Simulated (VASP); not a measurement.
**HfSiO4: single point with PBE**

The system is HfSiO4.

```
Hf Si O
1.0
    -3.32268    3.32268    3.00711
     3.32268   -3.32268    3.00711
     3.32268    3.32268   -3.00711
Hf Si O
2 2 8
Direct
  0.75000 0.25000 0.50000
  0.00000 0.00000 0.00000
  0.25000 0.75000 0.50000
  0.50000 0.50000 0.00000
  0.13473 0.31893 0.81581
  0.06893 0.75312 0.68419
  0.50312 0.31893 0.18419
  0.06893 0.38473 0.31581
  0.61527 0.93107 0.68419
  0.68107 0.86527 0.18419
  0.24688 0.93107 0.31581
  0.68107 0.49688 0.81581
```

```
Program                : VASP 6.6.1
Task                   : single point
Functional             : PBE
Potentials or basis    : VASP PAW PBE potentials, release 64 (Hf_pv, Si, O)
Cutoff                 : 600 eV
k mesh                 : 6 × 6 × 6
Occupations            : gaussian, width 0.02 eV
Spin                   : no spin polarisation
Dipole correction      : no
Further INCAR settings : ALGO = Normal; EDIFF = 1e-06; NBANDS = 50
```

```
Pressure               : -1.9 GPa
Largest force          : 0.181 eV/Å
Band gap on the k mesh : 5.27 eV (least direct gap 5.60 eV)
```

Forces on the atoms (eV/Å):
```
Hf   0.000  0.000  0.000
Hf   0.000  0.000  0.000
Si   0.000  0.000  0.000
Si   0.000  0.000  0.000
O    0.000 -0.124 -0.131
O    0.124  0.000 -0.131
O    0.000  0.124 -0.131
O   -0.124  0.000 -0.131
O    0.000  0.124  0.131
O    0.124  0.000  0.131
O    0.000 -0.124  0.131
O   -0.124  0.000  0.131
```

Stress tensor (GPa, compression positive):
```
-1.96  0.00  0.00
 0.00 -1.96  0.00
 0.00  0.00 -1.65
```

Levels at points of the mesh, in eV from the valence-band top:
```csv
k point,band 36,band 37,band 38,band 39,band 40,band 41
"(0.00, 0.00, 0.00)",-0.60,-0.53,0.00,5.60,5.91,5.97
"(0.50, 0.00, 0.00)",-0.80,-0.24,-0.22,5.50,5.66,6.39
"(0.50, 0.50, 0.00)",-0.89,-0.58,-0.58,5.28,5.28,6.35
"(0.50, 0.50, 0.50)",-1.07,-0.89,-0.89,6.06,6.06,6.38
```

It took 5.5 min on 1 thread of Oxide Virtual Turin-like Processor (shared host), peak memory 0.4 GiB.

Caveat: spin-orbit coupling is left out, which moves the levels of the heavy elements. A k mesh can miss the band edges.
